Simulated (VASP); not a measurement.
HgTe, 2 atoms in the cell. It takes space group F-43m (No. 216, cubic). Conventional cell: a = 6.652 Å, b = 6.652 Å, c = 6.652 Å, α = 90.00°, β = 90.00°, γ = 90.00°. Hg (site symmetry -43m) has 4 Te at 2.88 Å within 3.8 Å. Within 3.8 Å of Te (site symmetry -43m) lie 4 Hg at 2.88 Å. 

| Item | Value |
| --- | --- |
| Program | VASP 6.6.1 |
| Task | relaxation of cell and atoms |
| Functional | PBEsol |
| Potentials or basis | VASP PAW PBE potentials, release 64 (Hg, Te) |
| Cutoff | 600 eV |
| k mesh | 6 × 6 × 6 |
| Occupations | fermi-dirac, width 0.02 eV |
| Spin | no spin polarisation |
| Dipole correction | no |
| Further INCAR settings | ALGO = Normal; EDIFF = 1e-06; IBRION = 2; EDIFFG = -0.005; NSW = 80; ISIF = 3 |

Potentials or basis: VASP PAW PBE potentials, release 64 (Hg, Te).

The run is started by

```bash
$ cat potpaw_PBE.64/Hg/POTCAR potpaw_PBE.64/Te/POTCAR > POTCAR
$ mpirun -np 1 vasp_std > vasp.out
```

Hardware: 1 thread of Intel(R) Xeon(R) 6975P-C (Granite Rapids), with other jobs on the host.

Question: Estimate the wall time of this run.

Answer: Run time: 27 s on 1 thread of Intel(R) Xeon(R) 6975P-C (Granite Rapids), with other jobs on the host, peak memory 0.24 GiB. Counts: scf iterations 30, k points 16, ion steps 3.
